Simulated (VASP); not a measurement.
Runs of VASP 6.6.1 on S. The structure is that of space group Fm-3m (No. 225), or close to it. The cells are those of the table. 

```tsv
cell	gap on the mesh (eV)	pressure (GPa)
a = 2.820 Å, angles 60.0°, 1 atom	none	-4.7
a = 2.802 Å, angles 60.0°, 1 atom	none	(b)
a = 2.763 Å, angles 60.0°, 1 atom	none	0.6
a = 2.876 Å, angles 60.0°, 1 atom	none	-8.6
a = 2.858 Å, angles 60.0°, 1 atom	none	(a)
```

Alike in all rows: task single point; level PBEsol; potentials or basis VASP PAW PBE potentials, release 64 (S); no spin polarisation; k mesh 12 × 12 × 12; cutoff (eV) 520; smearing methfessel-paxton 0.1 eV.

Problem. Estimate the missing entries.

Solution. (a) -7.5; (b) -3.1.

Caveats: the PAW data sets were made with another functional, which shifts forces and pressure a little.

A gap of «none» marks levels without a gap at the run's occupations.
